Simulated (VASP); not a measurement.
Runs of VASP 6.6.1 on AlN. The structure is that of space group F-43m (No. 216), or close to it. The cells are those of the table. 

| cell | gap on the mesh (eV) | pressure (GPa) | largest force (eV/Å) |
| --- | --- | --- | --- |
| a = 3.098, b = 3.114, c = 3.114 Å, angles 60.3, 60.2, 60.2°, 2 atoms | 3.28 | -0.2 | (a) |
| a = 3.125, b = 3.114, c = 3.114 Å, angles 59.8, 59.9, 59.9°, 2 atoms | 3.28 | -0.3 | 0.06 |
| a = 3.117, b = 3.114, c = 3.114 Å, angles 59.9°, 2 atoms | 3.30 | -0.3 | (c) |
| a = 3.082, b = 3.114, c = 3.114 Å, angles 60.7, 60.3, 60.3°, 2 atoms | 3.24 | -0.2 | 0.16 |
| a = 3.121, b = 3.114, c = 3.114 Å, angles 59.8, 59.9, 59.9°, 2 atoms | 3.29 | -0.3 | (b) |

Alike in all rows: task single point; level PBE; potentials or basis VASP PAW PBE potentials, release 64 (Al, N); no spin polarisation; k mesh 10 × 10 × 10; cutoff (eV) 520; smearing gaussian 0.05 eV.

Problem. Estimate the missing entries.

Solution. (a) 0.08; (b) 0.04; (c) 0.02.

A k mesh can miss the band edges.
